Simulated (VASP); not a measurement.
A run of VASP 6.6.1:

Contents of POSCAR:

```
Cu
1.0
    0.0000000000      1.8148741276      1.8148741276
    1.8148741276      0.0000000000      1.8148741276
    1.8148741276      1.8148741276      0.0000000000
Cu
1
Direct
    0.0000000000      0.0000000000      0.0000000000
```

The input INCAR.step1:

```
ALGO = Normal ; EDIFF = 1E-4
ENCUT = 520 ; GGA = PE
ISMEAR = 0 ; LASPH = T
LCHARG = F ; LREAL = F
LWAVE = T ; NBANDS = 12
NELM = 60 ; PREC = Accurate
SIGMA = 0.1
```

File INCAR.step2:

```
ALGO = Normal ; EDIFF = 1E-6
ENCUT = 520 ; ISIF = 2
ISMEAR = 0 ; ISTART = 1
LASPH = T ; LCHARG = F
LMIXTAU = T ; LREAL = F
LWAVE = F ; METAGGA = R2SCAN
NBANDS = 12 ; NELM = 60
PREC = Accurate ; SIGMA = 0.1
```

File KPOINTS:

```
k-points
0
Gamma
  20 20 20
```

Potentials or basis: VASP PAW PBE potentials, release 64 (Cu).

Command:

```console
$ cat potpaw_PBE.64/Cu/POTCAR > POTCAR
$ cp INCAR.step1 INCAR
$ mpirun -np 1 vasp_std > vasp.out
$ cp INCAR.step2 INCAR
$ mpirun -np 1 vasp_std > vasp.out
```

Hardware: 1 thread of AMD EPYC 7R13 (shared host).

**Question.** Estimate the wall time of this run.

**Answer.** Run time: 4.8 min on 1 thread of AMD EPYC 7R13, on a shared host, peak memory 0.12 GiB. Counts: k points 256.
